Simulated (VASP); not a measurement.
# Si8C7 (a cell with a defect) in VASP: a series of runs

Runs on Si8C7 (a cell with a defect). Level: PBEsol. Tasks: single point.

All numbers are computed with VASP 6.6.1; they aren't measurements. Logs are shortened: lines on timing, memory, paths and dates and some standing lists are left out, and cuts for length are marked.

### Step 1. The cell of the first run

The cell holds a defect, 15 atoms: a = 6.161 Å, b = 6.161 Å, c = 6.161 Å, α = 60.00°, β = 60.00°, γ = 60.00°.

### Step 2. Single point, PBEsol

File INCAR:

```
  ALGO = Normal
  EDIFF = 1E-6
  ENCUT = 520
  GGA = PS
  ISIF = 2
  ISMEAR = 0
  LASPH = T
  LCHARG = F
  LREAL = Auto
  LWAVE = F
  NBANDS = 43
  NELECT = 56.0
  NELM = 80
  PREC = Accurate
  SIGMA = 0.05
```

File KPOINTS:

```
k-points
0
Gamma
  6 6 6
```

File POSCAR:

```
Si8C7
1.0
    4.3568001662      0.0000000000     -4.3568001662
    0.0000000000      4.3568001662     -4.3568001662
    4.3568001662      4.3568001662      0.0000000000
Si C
8 7
Direct
    0.5000000000      0.0000000000      0.0000000000
    0.5000000000      0.0000000000      0.5000000000
    0.5000000000      0.5000000000      0.0000000000
    0.5000000000      0.5000000000      0.5000000000
    1.0000000000      0.0000000000      0.0000000000
    1.0000000000      0.0000000000      0.5000000000
    1.0000000000      0.5000000000      0.0000000000
    1.0000000000      0.5000000000      0.5000000000
    0.0844251082      0.1655748918      0.4375000000
    0.1250000000      0.6250000000      0.1250000000
    0.1250000000      0.6250000000      0.6250000000
    0.6250000000      0.1250000000      0.1250000000
    0.6250000000      0.1250000000      0.6250000000
    0.6250000000      0.6250000000      0.1250000000
    0.6250000000      0.6250000000      0.6250000000
```

Potentials or basis: VASP PAW PBE potentials, release 64 (Si, C).

Started as:

```
$ cat potpaw_PBE.64/Si/POTCAR potpaw_PBE.64/C/POTCAR > POTCAR
$ mpirun -np 1 vasp_std > vasp.out
```

OUTCAR:

```text
EDIFF = 1E-6
   ENCUT = 520
   GGA = PS
   ISIF = 2
   ISMEAR = 0
   LASPH = T
   LREAL = Auto
   NELECT = 56.0
   NELM = 80
   PREC = Accurate

 ion  position               nearest neighbor table
   1  0.500  0.000  0.000-  12 1.89  13 1.89  14 1.89   2 3.08   3 3.08   5 3.08   2 3.08   4 3.08
                             6 3.08   3 3.08   4 3.08   7 3.08   5 3.08   6 3.08   7 3.08
   2  0.500  0.000  0.500-  13 1.89  12 1.89  15 1.89   9 2.39   4 3.08   6 3.08   1 3.08   1 3.08
                             3 3.08   5 3.08   3 3.08   4 3.08   8 3.08   5 3.08   6 3.08   8 3.08
   3  0.500  0.500  0.000-  14 1.89  12 1.89  10 1.89  15 1.89   4 3.08   7 3.08   1 3.08   2 3.08
                             4 3.08   8 3.08   1 3.08   2 3.08   5 3.08   5 3.08   7 3.08   8 3.08
   4  0.500  0.500  0.500-  15 1.89  13 1.89  14 1.89  11 1.89   3 3.08   8 3.08   2 3.08   1 3.08
                             3 3.08   7 3.08   1 3.08   2 3.08   6 3.08   6 3.08   7 3.08   8 3.08
   5  0.000  0.000  0.000-  10 1.89  12 1.89   7 3.08   1 3.08   6 3.08   2 3.08   6 3.08   8 3.08
                             3 3.08   7 3.08   8 3.08   1 3.08   2 3.08   3 3.08
   6  0.000  0.000  0.500-   9 1.18  11 1.89  13 1.89   2 3.08   5 3.08   8 3.08   1 3.08   5 3.08
                             7 3.08   4 3.08   7 3.08   8 3.08   1 3.08   2 3.08   4 3.08
   7  0.000  0.500  0.000-  10 1.89  11 1.89  14 1.89   9 2.56   5 3.08   8 3.08   3 3.08   4 3.08
                             6 3.08   8 3.08   1 3.08   5 3.08   6 3.08   1 3.08   3 3.08   4 3.08
   8  0.000  0.500  0.500-  11 1.89  10 1.89  15 1.89   9 2.05   6 3.08   7 3.08   4 3.08   3 3.08
                             5 3.08   7 3.08   2 3.08   5 3.08   6 3.08   2 3.08   3 3.08   4 3.08
   9  0.084  0.166  0.438-   6 1.18   8 2.05   2 2.39   7 2.56
  10  0.125  0.625  0.125-   7 1.89   5 1.89   3 1.89   8 1.89
  11  0.125  0.625  0.625-   8 1.89   6 1.89   7 1.89   4 1.89
  12  0.625  0.125  0.125-   1 1.89   2 1.89   3 1.89   5 1.89
  13  0.625  0.125  0.625-   2 1.89   1 1.89   4 1.89   6 1.89
  14  0.625  0.625  0.125-   3 1.89   1 1.89   4 1.89   7 1.89
  15  0.625  0.625  0.625-   4 1.89   3 1.89   2 1.89   8 1.89

 -----------------------------------------------------------------------------
|                                                                             |
|           W    W    AA    RRRRR   N    N  II  N    N   GGGG   !!!           |
|           W    W   A  A   R    R  NN   N  II  NN   N  G    G  !!!           |
|           W    W  A    A  R    R  N N  N  II  N N  N  G       !!!           |
|           W WW W  AAAAAA  RRRRR   N  N N  II  N  N N  G  GGG   !            |
|           WW  WW  A    A  R   R   N   NN  II  N   NN  G    G                |
|           W    W  A    A  R    R  N    N  II  N    N   GGGG   !!!           |
|                                                                             |
|     The distance between some ions is very small. Please check the          |
|     nearest-neighbor list in the OUTCAR file.                               |
|     I HOPE YOU KNOW WHAT YOU ARE DOING!                                     |
[... 194 lines left out ...]
   LRPA    =     F    only Hartree local field effects (RPA)
 non-spin polarized calculation
 Gauss-broadening in eV      SIGMA  =   0.05
  energy-cutoff  :      520.00
  volume of cell :      165.40
 maximum number of plane-waves:      4477
 NGX is ok and might be reduce to    48
   NGX = 23   NGY = 23   NGZ = 23

 number of electron      56.0000006 magnetization

 Free energy of the ion-electron system (eV)
  ---------------------------------------------------
  ext. energy  EPLUGINS =         0.00000000
  ---------------------------------------------------
  free energy    TOTEN  =      -129.35565546 eV

  energy without entropy =     -129.34714000  energy(sigma->0) =     -129.35139773

 E-fermi :   7.0364     XC(G=0): -11.0123

 val. band max:        7.0311640547   @ k =  -0.3333   0.3333   0.5000
 cond. band min:       7.0368303318   @ k =  -0.1667  -0.3333  -0.1667
 fundamental gap:      0.0056662771
 Fermi energy:         7.0363522548

 k-point     1 :       0.0000    0.0000    0.0000
  band No.  band energies     occupation
      1      -7.3624      2.00000
      2      -4.4931      2.00000
      3      -4.1622      2.00000
      4      -3.9529      2.00000
      5      -3.3059      2.00000
      6      -2.8924      2.00000
[... 1021 lines left out ...]
     39      13.6542      0.00000
     40      13.8340      0.00000

 [... further k-points ...]

 [bands above 40 left out]

------------------------ aborting loop because EDIFF is reached ----------------------------------------

  FORCE on cell =-STRESS in cart. coord.  units (eV):
  Direction    XX          YY          ZZ          XY          YZ          ZX
  --------------------------------------------------------------------------------------
  -------------------------------------------------------------------------------------
  Total      -50.0446426    -38.6956831     17.6958937      2.7945222    -24.7422321     -4.3002850
  in kB     -484.7694654   -374.8350398    171.4155301     27.0698111   -239.6715812    -41.6557450
  external PRESSURE =    -229.3963250 kB  Pullay stress =       0.0000000 kB

 VOLUME and BASIS-vectors are now :
 -----------------------------------------------------------------------------
  energy-cutoff  :      520.00
  volume of cell :      165.40
      direct lattice vectors                 reciprocal lattice vectors
     4.356800166  0.000000000 -4.356800166     0.114763125 -0.114763125 -0.114763125
     0.000000000  4.356800166 -4.356800166    -0.114763125  0.114763125 -0.114763125
     4.356800166  4.356800166  0.000000000     0.114763125  0.114763125  0.114763125

 POSITION                                       TOTAL-FORCE (eV/Angst)
 -----------------------------------------------------------------------------------
      2.17840      0.00000     -2.17840         1.063600     -1.385884     -0.882897
      4.35680      2.17840     -2.17840        -0.055699     -1.143598     -0.167507
      2.17840      2.17840     -4.35680        -0.002299      0.030555     -0.036462
      4.35680      4.35680     -4.35680         0.071000     -0.017526      0.011298
      0.00000      0.00000      0.00000         0.023846      0.075575      1.253472
      2.17840      2.17840      0.00000        -4.989284    -24.144060     60.409698
      0.00000      2.17840     -2.17840        -1.017709      1.278630     -0.664837
      2.17840      4.35680     -2.17840        -1.246622     -0.503330      0.341118
      2.27392      2.62748     -1.08920         7.821025     25.906973    -60.806717
      1.08920      3.26760     -3.26760        -0.269927     -0.522609     -1.355498
      3.26760      5.44600     -3.26760         0.651307     -1.188978      0.708513
      3.26760      1.08920     -3.26760        -0.386531      0.139208     -0.679774
      5.44600      3.26760     -3.26760        -1.413444      0.994296      1.321423
      3.26760      3.26760     -5.44600         0.046865      0.085098      0.372370
      5.44600      5.44600     -5.44600        -0.296128      0.395651      0.175800
 -----------------------------------------------------------------------------------
    total drift:                                0.004341     -0.002951     -0.003258

  FREE ENERGIE OF THE ION-ELECTRON SYSTEM (eV)
  ---------------------------------------------------
  free  energy   TOTEN  =      -129.3556554576 eV

  energy  without entropy=     -129.3471400000  energy(sigma->0) =     -129.35139773
```

stdout:

```text
POSCAR found type information on POSCAR SiC
 POSCAR found :  2 types and      15 ions
 scaLAPACK will be used
 -----------------------------------------------------------------------------
|                                                                             |
|                                                                             |
[... 18 lines left out ...]
|                                                                             |
 -----------------------------------------------------------------------------

 POSCAR, INCAR and KPOINTS ok, starting setup
 FFT: planning ... GRIDC
 FFT: planning ... GRID_SOFT
 FFT: planning ... GRID
 WAVECAR not read
 entering main loop
 the old and the new charge density differ
 old charge density:    60.00000 new   56.00000
    0.264E+01
```

Run time: 14 min. Hardware: 1 thread of AMD EPYC 9R45 (Zen 5), shared host; peak memory 0.59 GiB.

What came out:

| Item | Value |
| --- | --- |
| Free energy | -129.3557 eV |
| Largest force | 66.557 eV/Å |

Forces on the atoms (eV/Å):
```
Si    1.064  -1.386  -0.883
Si   -0.056  -1.144  -0.168
Si   -0.002   0.031  -0.036
Si    0.071  -0.018   0.011
Si    0.024   0.076   1.253
Si   -4.989 -24.144  60.410
Si   -1.018   1.279  -0.665
Si   -1.247  -0.503   0.341
C     7.821  25.907 -60.807
C    -0.270  -0.523  -1.355
C     0.651  -1.189   0.709
C    -0.387   0.139  -0.680
C    -1.413   0.994   1.321
C     0.047   0.085   0.372
C    -0.296   0.396   0.176
```

Caveat: the cell carries a net charge on a neutralising background, which shifts energy and pressure; the cell differs from its parent crystal (atoms taken out, atom 9 moved 0.375 of the way to it and -0.250 Å across, host rigid); the cell is charged against a uniform background, so pressure and absolute levels hang on convention; atoms lie so close that the PAW spheres overlap strongly, which falsifies energies and pressures; the PAW data sets were made with another functional, which shifts forces and pressure a little.

### Step 3. Single point, PBEsol

File INCAR:

```
SYSTEM = Si8C7
PREC = Accurate
ENCUT = 520
EDIFF = 1E-7
ISMEAR = 0
SIGMA = 0.05
LREAL = Auto
LASPH = .True.
NELM = 60
ALGO = Normal
ISIF = 2
LWAVE = .False.
LCHARG = .True.
GGA = PS
LELF = .True.
LVHAR = .True.
NBANDS = 43
NELECT = 56.0
```

File KPOINTS:

```
regular mesh
0
Gamma
  6 6 6
  0 0 0
```

POSCAR, as its differences from that of step 2:

```diff
@@ -16,3 +16,3 @@
     1.0000000000      0.5000000000      0.5000000000
-    0.0844251082      0.1655748918      0.4375000000
+    0.0844251082      0.1655748918      0.6875000000
     0.1250000000      0.6250000000      0.1250000000
```

Potentials or basis: VASP PAW PBE potentials, release 64 (Si, C).

Started as:

```
$ cat potpaw_PBE.64/Si/POTCAR potpaw_PBE.64/C/POTCAR > POTCAR
$ mpirun -np 1 vasp_std > vasp.out
```

Run time: 16 min. Hardware: 1 thread of AMD EPYC 9R45 (Zen 5), shared host; peak memory 0.59 GiB.

It converged, with:

- Free energy: -143.3208 eV
- Largest force: 8.468 eV/Å

Forces in eV/Å, atoms in the order of the input:
```
Si   1.217 -0.774 -0.956
Si  -0.170  0.567  0.120
Si   0.222  0.064  0.156
Si  -0.196 -0.183  0.240
Si   3.436  2.021  5.959
Si   1.113  1.291  0.575
Si  -0.900  1.202 -0.981
Si  -1.557  1.166 -1.939
C   -2.676 -7.198 -3.569
C    0.525 -0.032  0.110
C    0.203  0.113 -0.774
C   -0.229  1.022  0.701
C   -0.419  0.249 -0.153
C   -0.008 -0.114  0.361
C   -0.562  0.607  0.151
```

Levels at points of the mesh, in eV from the Fermi level:
| k point | band 24 | band 25 | band 26 | band 27 | band 28 | band 29 | band 30 | band 31 | band 32 | band 33 |
| --- | --- | --- | --- | --- | --- | --- | --- | --- | --- | --- |
| (0.00, 0.00, 0.00) | -0.21 | -0.17 | 0.06 | 0.39 | 0.49 | 0.65 | 2.38 | 2.65 | 3.22 | 4.16 |
| (0.50, 0.00, 0.00) | -1.32 | -1.22 | -0.91 | -0.44 | 0.25 | 0.27 | 0.75 | 3.28 | 3.74 | 4.60 |
| (0.00, 0.50, 0.00) | -1.31 | -1.08 | -0.67 | -0.26 | 0.26 | 0.30 | 0.77 | 3.33 | 3.92 | 4.55 |
| (0.00, 0.00, 0.50) | -1.18 | -0.96 | -0.55 | -0.53 | 0.11 | 0.20 | 0.87 | 3.48 | 3.67 | 4.77 |
| (0.50, 0.50, 0.50) | -1.24 | -1.05 | -0.60 | -0.57 | -0.09 | 0.38 | 0.93 | 3.47 | 3.67 | 4.54 |
| (0.50, 0.50, 0.00) | -1.04 | -0.74 | -0.63 | -0.36 | -0.36 | -0.17 | 0.45 | 3.06 | 3.35 | 5.17 |
| (0.00, 0.50, 0.50) | -0.92 | -0.71 | -0.67 | -0.56 | -0.31 | -0.01 | 0.64 | 2.94 | 3.16 | 5.03 |
| (0.50, 0.00, 0.50) | -0.98 | -0.71 | -0.67 | -0.55 | -0.26 | 0.01 | 0.64 | 2.96 | 3.15 | 4.90 |

Caveat: the cell carries a net charge on a neutralising background, which shifts energy and pressure; the cell differs from its parent crystal (atoms taken out, atom 9 moved -0.125 of the way to it and -0.250 Å across, host rigid); the cell is charged against a uniform background, so pressure and absolute levels hang on convention; the PAW data sets were made with another functional, which shifts forces and pressure a little.
